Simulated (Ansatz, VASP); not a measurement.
# Two plane-wave programs on Li2Sc

```
Li Sc
1.0
    -1.73093    1.73093    5.08046
     1.73093   -1.73093    5.08046
     1.73093    1.73093   -5.08046
Li Sc
2 1
Direct
  0.68402 0.68402 0.00000
  0.31598 0.31598 0.00000
  0.00000 0.00000 0.00000
```

Alike in both runs: task relaxation of cell and atoms; functional PBE; k mesh 18 × 18 × 18; occupations gaussian, width 0.1 eV; no spin polarisation.

|  | VASP | Ansatz |
| --- | --- | --- |
| version | VASP 6.6.1 | Ansatz 0.2.0 |
| potentials or method | VASP PAW PBE potentials, release 64 (Li_sv, Sc_sv), cutoff 600 eV | scalar-relativistic, plane waves, PAW |
| valence electrons in the cell | 17 | 17 |

```tsv
	VASP	Ansatz	Ansatz less VASP
gap on the k mesh at the Fermi level, each at its own relaxed structure (eV)	none	none	-
relaxed volume (Å³/atom)	20.38	20.42	+0.037
relaxed cell length with the largest relative difference (Å)	5.723	5.727	+0.0046
```

A gap of «none» marks a metal or a gap that the smearing closes.

Noted on VASP's run: the cutoff is short for stress, so the pressure is rough.
